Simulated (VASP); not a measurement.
Runs of VASP 6.6.1 on SrOs. The structure is that of space group Pm-3m (No. 221), or close to it. The cells are those of the table. 

```csv
level,U,cell,gap on the mesh (eV),pressure (GPa)
r2SCAN,-,"a = 3.561 Å, 2 atoms",none,1.9
r2SCAN,-,"a = 3.609 Å, 2 atoms",none,(a)
r2SCAN,-,"a = 3.585 Å, 2 atoms",none,0.4
r2SCAN+U,Os d U = 3.0 eV,"a = 3.585 Å, 2 atoms",none,1.4
r2SCAN,-,"a = 3.536 Å, 2 atoms",none,3.5
r2SCAN,-,"a = 3.632 Å, 2 atoms",none,(b)
r2SCAN,-,"a = 3.585, b = 3.692 Å, 2 atoms",none,-1.5
r2SCAN,-,"a = 3.667 Å, 2 atoms",none,(c)
```

Alike in all rows: task single point; potentials or basis VASP PAW PBE potentials, release 64 (Sr_sv, Os); no spin polarisation; k mesh 10 × 10 × 10; cutoff (eV) 520; smearing gaussian 0.05 eV.

Problem. Fill in the values left out.

Solution. (a) -0.9; (b) -2.2; (c) -3.8.

Caveats: the PAW data sets were made with another functional, which shifts forces and pressure a little; spin-orbit coupling is left out, which moves the levels of the heavy elements; U without spin polarisation on a metal has little footing (some runs); the U is typed as a test and isn't derived for this compound (some runs).

A k mesh can miss the band edges, and the runs leave out spin-orbit coupling on Os, Sr.

A gap of «none» marks levels without a gap at the run's occupations.
